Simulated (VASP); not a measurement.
## ZnSe: single point with PBEsol

The system is ZnSe.

```
CELL_PARAMETERS angstrom
0.00000 2.87534 2.87534
2.87534 0.00000 2.87534
2.87534 2.87534 0.00000
ATOMIC_POSITIONS crystal
Zn 0.00000 0.00000 0.00000
Se 0.75000 0.75000 0.75000
```

This cell differs from its parent crystal: Hg replaced by Zn, lengths x 0.976, strained.

- Program: VASP 6.6.1
- Task: single point
- Functional: PBEsol
- Potentials or basis: VASP PAW PBE potentials, release 64 (Zn, Se)
- Cutoff: 500 eV
- k mesh: 6 × 6 × 6
- Occupations: gaussian, width 0.1 eV
- Spin: no spin polarisation

```yaml
Pressure: -3.3 GPa
Band_gap_on_the_k_mesh: 1.00 eV, direct
```

Levels at points of the mesh, in eV from the valence-band top:
```csv
k point,band 5,band 6,band 7,band 8,band 9,band 10,band 11,band 12,band 13,band 14
"(0.00, 0.00, 0.00)",-6.08,-6.08,0.00,0.00,0.00,1.00,5.74,5.74,5.74,9.57
"(0.50, 0.00, 0.00)",-6.06,-5.93,-5.01,-0.81,-0.81,2.37,6.31,6.31,8.28,10.60
"(0.50, 0.50, 0.00)",-6.03,-5.91,-4.60,-2.06,-2.06,2.93,3.37,10.29,10.87,10.87
```

It took 6.3 s on 1 thread of Intel(R) Xeon(R) 6975P-C (Granite Rapids) (shared host), peak memory 0.17 GiB.

Caveat: the cell differs from its parent crystal (Hg replaced by Zn, lengths x 0.976, strained); the PAW data sets were made with another functional, which shifts forces and pressure a little.
